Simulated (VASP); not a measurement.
# Ag (P6_3/mmc) in VASP: further runs

The runs below take Ag through single point, with PBE.

Program: VASP 6.6.1. These are calculated values, not measurements. Logs are shortened: lines on timing, memory, paths and dates and some standing lists are left out, and cuts for length are marked.

## (1) The cell of the first run

It takes space group P6_3/mmc (No. 194, hexagonal). The conventional cell has a = 2.943 Å, b = 2.943 Å, c = 10.196 Å, α = 90.00°, β = 90.00°, γ = 120.00°. Ag (site symmetry -6m2) has 12 Ag at 2.94 to 3.06 Å within 3.9 Å. Ag (site symmetry -3m) has 12 Ag at 2.94 to 3.06 Å within 3.9 Å.

This isn't the form of Ag at room conditions, which is fcc.

## (2) Single point, PBE (19.12 Å³/atom)

INCAR

```
SYSTEM = Ag
PREC = Accurate
ENCUT = 520
EDIFF = 1E-6
ISMEAR = -1
SIGMA = 0.08
LREAL = .False.
LASPH = .True.
NELM = 80
ALGO = Normal
ISIF = 2
LWAVE = .False.
LCHARG = .True.
GGA = PE
LELF = .True.
LVHAR = .True.
NBANDS = 30
```

KPOINTS

```
regular mesh
0
Gamma
  14 14 4
  0 0 0
```

POSCAR

```
Ag
1.0
    2.9428054153      0.0000000000      0.0000000000
   -1.4714027076      2.5485442481      0.0000000000
    0.0000000000      0.0000000000     10.1961282242
Ag
4
Direct
    0.3333333333      0.6666666667      0.2500000000
    0.6666666667      0.3333333333      0.7500000000
    0.0000000000      0.0000000000      0.0000000000
    0.0000000000      0.0000000000      0.5000000000
```

Potentials or basis: VASP PAW PBE potentials, release 64 (Ag).

The run is started by

```bash
$ cat potpaw_PBE.64/Ag/POTCAR > POTCAR
$ mpirun -np 1 vasp_std > vasp.out
```

OUTCAR:

```text
SYSTEM = Ag
   PREC = Accurate
   ENCUT = 520
   EDIFF = 1E-6
   ISMEAR = -1
   LREAL = .False.
   LASPH = .True.
   NELM = 80
   ISIF = 2
   GGA = PE

 ion  position               nearest neighbor table
   1  0.333  0.667  0.250-   3 3.06   4 3.06   3 3.06   4 3.06   3 3.06   4 3.06
   2  0.667  0.333  0.750-   3 3.06   4 3.06   3 3.06   4 3.06   3 3.06   4 3.06
   3  0.000  0.000  0.000-   1 3.06   2 3.06   2 3.06   1 3.06   2 3.06   1 3.06
   4  0.000  0.000  0.500-   1 3.06   2 3.06   2 3.06   1 3.06   2 3.06   1 3.06

  LATTYP: Found a hexagonal cell.
 ALAT       =     2.9428054153
 C/A-ratio  =     3.4647646668

  Lattice vectors:

 A1 = (   2.9428054153,   0.0000000000,   0.0000000000)
 A2 = (  -1.4714027076,   2.5485442481,   0.0000000000)
 A3 = (   0.0000000000,   0.0000000000,  10.1961282242)

Analysis of symmetry for initial positions (statically):
=====================================================================
 Subroutine PRICEL returns:
 Original cell was already a primitive cell.

 Routine SETGRP: Setting up the symmetry group for a
 hexagonal supercell.

 Subroutine GETGRP returns: Found 24 space group operations
 (whereof 12 operations were pure point group operations)
 out of a pool of 24 trial point group operations.

The static configuration has the point symmetry D_3d.
 The point group associated with its full space group is D_6h.

Analysis of symmetry for dynamics (positions and initial velocities):
=====================================================================
 Subroutine PRICEL returns:
 Original cell was already a primitive cell.

 Routine SETGRP: Setting up the symmetry group for a
 hexagonal supercell.

 Subroutine GETGRP returns: Found 24 space group operations
 (whereof 12 operations were pure point group operations)
 out of a pool of 24 trial point group operations.

The dynamic configuration has the point symmetry D_3d.
 The point group associated with its full space group is D_6h.

 Subroutine INISYM returns: Found 24 space group operations
 (whereof 12 operations are pure point group operations),
 and found     1 'primitive' translations

----------------------------------------------------------------------------------------

                                     Primitive cell

  volume of cell :      76.4696

  direct lattice vectors                    reciprocal lattice vectors
     2.942805415  0.000000000  0.000000000     0.339811798  0.196190433  0.000000000
    -1.471402708  2.548544248  0.000000000     0.000000000  0.392380866  0.000000000
[... 90 lines left out ...]
   LREAL  =      F    real-space projection
   EDIFFG = 0.1E-04   stopping-criterion for IOM
   NSW    =      0    number of steps for IOM
   IBRION =     -1    ionic relax: 0-MD 1-quasi-New 2-CG
   NFREE  =      0    steps in history (QN), initial steepest desc. (CG)
   ISIF   =      2    stress and relaxation
   ISYM   =      2    0-nonsym 1-usesym 2-fastsym
   POTIM  = 0.5000    time-step for ionic-motion
   TEBEG  =    0.0;   TEEND  =   0.0 temperature during run
   PSTRESS=    0.0 pullay stress
   NELECT =      44.0000    total number of electrons
   NUPDOWN=      -1.0000    fix difference up-down
   EMIN   =  10.00;   EMAX   =-10.00  energy-range for DOS
   EFERMI =   0.00;   METHOD = LEGACY
   ISMEAR =    -1;   SIGMA  =   0.08  broadening in eV -4-tet -1-fermi 0-gaus
   EFERMI_NEDOS =   21; number of points for ismear=-14 and -15
   IALGO  =     38    algorithm
   IMIX   =      4    mixing-type and parameters
     AMIX     =   0.40;   BMIX     =  1.00
     AMIX_MAG =   1.60;   BMIX_MAG =  1.00
  volume/ion in A,a.u.               =      19.12       129.01
  Fermi-wavevector in a.u.,A,eV,Ry     =   1.361641  2.573129 25.226114  1.854067
  Thomas-Fermi vector in A             =   2.488200
   LORBIT       =      0    0 simple, 1 ext, 2 COOP (PROOUT), +10 PAW based schemes
   GGA     = PE    functional components
   LHFCALC =     F    Hartree Fock is set to
   AEXX    =    0.0000 exact exchange contribution
   IVDW    =     0    specifies the selected vdW correction
   LEPSILON=     F    determine dielectric tensor
   LRPA    =     F    only Hartree local field effects (RPA)
 non-spin polarized calculation
  energy-cutoff  :      520.00
  volume of cell :       76.47
 maximum number of plane-waves:      2108
 NGX is ok and might be reduce to    24
   NGX = 11   NGY = 11   NGZ = 37

 number of electron      44.0000000 magnetization

 Free energy of the ion-electron system (eV)
  ---------------------------------------------------
  ext. energy  EPLUGINS =         0.00000000
  ---------------------------------------------------
  free energy    TOTEN  =       -10.75162606 eV

  energy without entropy =      -10.72520371  energy(sigma->0) =      -10.73841489

 E-fermi :   6.9241     XC(G=0): -11.5363

 val. band max:        6.9094377890   @ k =   0.3571   0.1429   0.5000
 cond. band min:       6.9444095945   @ k =   0.3571   0.0000   0.2500
 fundamental gap:      0.0349718055
 Fermi energy:         6.9240809011

 k-point     1 :       0.0000    0.0000    0.0000
  band No.  band energies     occupation
      1      -0.0292      2.00000
      2       1.0672      2.00000
      3       1.0682      2.00000
      4       1.1400      2.00000
      5       2.3108      2.00000
      6       2.5262      2.00000
[... 781 lines left out ...]
     29      13.1808      0.00000
     30      15.2803      0.00000

 [... further k-points ...]

------------------------ aborting loop because EDIFF is reached ----------------------------------------

  FORCE on cell =-STRESS in cart. coord.  units (eV):
  Direction    XX          YY          ZZ          XY          YZ          ZX
  --------------------------------------------------------------------------------------
  -------------------------------------------------------------------------------------
  Total       -1.6868045     -1.6868045     -3.4008730     -0.0000000      0.0000000      0.0000000
  in kB      -35.3416093    -35.3416093    -71.2544477     -0.0000000      0.0000000      0.0000000
  external PRESSURE =     -47.3125554 kB  Pullay stress =       0.0000000 kB

 VOLUME and BASIS-vectors are now :
 -----------------------------------------------------------------------------
  energy-cutoff  :      520.00
  volume of cell :       76.47
      direct lattice vectors                 reciprocal lattice vectors
     2.942805415  0.000000000  0.000000000     0.339811798  0.196190433  0.000000000
    -1.471402708  2.548544248  0.000000000     0.000000000  0.392380866  0.000000000
     0.000000000  0.000000000 10.196128224     0.000000000  0.000000000  0.098076444

 POSITION                                       TOTAL-FORCE (eV/Angst)
 -----------------------------------------------------------------------------------
     -0.00000      1.69903      2.54903        -0.000000      0.000000     -0.000000
      1.47140      0.84951      7.64710         0.000000     -0.000000      0.000000
      0.00000      0.00000      0.00000        -0.000000      0.000000      0.000000
      0.00000      0.00000      5.09806        -0.000000      0.000000      0.000000
 -----------------------------------------------------------------------------------
    total drift:                               -0.000000      0.000000     -0.000000

  FREE ENERGIE OF THE ION-ELECTRON SYSTEM (eV)
  ---------------------------------------------------
  free  energy   TOTEN  =       -10.7516260628 eV

  energy  without entropy=      -10.7252037115  energy(sigma->0) =      -10.73841489
```

Run time: 52 s. Hardware: 1 thread of Intel Xeon 6975P-C (Granite Rapids), shared host; peak memory 0.27 GiB.

What came out:

| Property | Result |
| --- | --- |
| Free energy | -10.7516 eV |
| Pressure | -4.7 GPa |
| Band gap on the k mesh | zero (bands 22 and 23 overlap by 5.96 eV) |

Stress tensor (GPa, compression positive):
```
-3.53  0.00  0.00
 0.00 -3.53  0.00
 0.00  0.00 -7.13
```

Caveat: the cell stands under tension.

## (3) Single point, PBE (zz strain of -3 %)

INCAR

```
SYSTEM = Ag
PREC = Accurate ; ENCUT = 520
EDIFF = 1E-7 ; ISMEAR = -1
SIGMA = 0.08 ; LREAL = .FALSE.
LASPH = .TRUE. ; NELM = 60
ALGO = Normal ; ISIF = 2
LWAVE = .FALSE. ; LCHARG = .FALSE.
GGA = PE ; NBANDS = 30
```

KPOINTS

```
regular mesh
0
G
  14 14 4
  0 0 0
```

POSCAR

```
Ag
1.0
    2.8861989086      0.0000000000      0.0000000000
   -1.4430994543      2.4995215753      0.0000000000
    0.0000000000      0.0000000000      9.7000000000
Ag
4
Direct
    0.3333333333      0.6666666667      0.2500000000
    0.6666666667      0.3333333333      0.7500000000
    0.0000000000      0.0000000000      0.0000000000
    0.0000000000      0.0000000000      0.5000000000
```

Potentials or basis: VASP PAW PBE potentials, release 64 (Ag).

The run is started by

```bash
$ cat potpaw_PBE.64/Ag/POTCAR > POTCAR
$ mpirun -np 1 vasp_std > vasp.out
```

Run time: 46 s. Hardware: 1 thread of Intel Xeon 6975P-C (Granite Rapids), shared host; peak memory 0.25 GiB.

Results (log left out):

- Free energy: -10.8493 eV
- Pressure: 2.0 GPa
- Band gap on the k mesh: zero (bands 22 and 23 overlap by 6.01 eV)

Stress tensor (GPa, compression positive):
```
3.04 0.00 0.00
0.00 3.04 0.00
0.00 0.00 0.02
```

Levels at points of the mesh, in eV from the Fermi level:
```csv
k point,band 18,band 19,band 20,band 21,band 22,band 23,band 24,band 25,band 26,band 27
"(0.00, 0.00, 0.00)",-3.52,-3.52,-3.36,-3.36,-3.01,-3.01,-0.50,3.12,10.37,10.39
"(0.50, 0.00, 0.00)",-2.79,-2.78,-2.76,-0.04,0.83,1.12,1.65,4.30,4.35,7.16
"(0.00, 0.00, 0.50)",-3.70,-3.14,-3.14,-3.14,-3.14,-2.50,-2.50,5.90,5.90,14.72
"(0.50, 0.00, 0.50)",-2.85,-2.77,-2.77,0.36,0.36,1.49,1.49,4.69,4.69,6.26
```

Caveat: the cell differs from its parent crystal (zz strain of -3 %).

## (4) Single point, PBE (zz strain of -1 %)

INCAR

```
SYSTEM = Ag
PREC = Accurate
ENCUT = 520
EDIFF = 1E-6
ISMEAR = -1
SIGMA = 0.08
LREAL = .FALSE.
LASPH = .TRUE.
NELM = 60
ALGO = Normal
ISIF = 2
LWAVE = .FALSE.
LCHARG = .FALSE.
GGA = PE
NBANDS = 30
```

KPOINTS is that of step 3.

POSCAR, as its differences from that of step 3:

```diff
@@ -4,3 +4,3 @@
    -1.4430994543      2.4995215753      0.0000000000
-    0.0000000000      0.0000000000      9.7000000000
+    0.0000000000      0.0000000000      9.9000000000
 Ag
```

The run is started by

```bash
$ cat potpaw_PBE.64/Ag/POTCAR > POTCAR
$ mpirun -np 1 vasp_std > vasp.out
```

It took 48 s on 1 thread of Intel Xeon 6975P-C (Granite Rapids), shared host; peak memory 0.27 GiB.

Results (log left out):

```
Free energy            : -10.8379 eV
Pressure               : 0.3 GPa
Band gap on the k mesh : zero (bands 22 and 23 overlap by 6.08 eV)
```

Stress tensor (GPa, compression positive):
```
 1.72  0.00  0.00
 0.00  1.72  0.00
 0.00  0.00 -2.61
```

Levels at points of the mesh, in eV from the Fermi level:
```tsv
k point	band 20	band 21	band 22	band 23	band 24	band 25
(0.00, 0.00, 0.00)	-3.34	-3.34	-3.01	-3.01	-0.58	2.75
(0.50, 0.00, 0.00)	-2.73	0.04	0.88	1.15	1.68	4.26
(0.00, 0.00, 0.50)	-3.14	-3.14	-3.14	-2.53	-2.53	5.47
(0.50, 0.00, 0.50)	-2.74	0.42	0.42	1.52	1.52	4.61
```

Caveat: the cell differs from its parent crystal (zz strain of -1 %).

## (5) The runs side by side

```csv
cell,gap on the mesh (eV),pressure (GPa)
"a = 2.943, b = 2.943, c = 10.196 Å, angles 90.0, 90.0, 120.0°, 4 atoms",none,-4.7
"a = 2.886, b = 2.886, c = 9.700 Å, angles 90.0, 90.0, 120.0°, 4 atoms",none,2.0
"a = 2.886, b = 2.886, c = 9.900 Å, angles 90.0, 90.0, 120.0°, 4 atoms",none,0.3
```

Alike in all rows: task single point; level PBE; potentials or basis VASP PAW PBE potentials, release 64 (Ag); no spin polarisation; k mesh 14 × 14 × 4; cutoff (eV) 520; smearing fermi-dirac 0.08 eV.

Caveats: the cell stands under tension (at least some runs).

Total energies depend on the potentials used, so only differences within one code and one set of settings carry meaning.
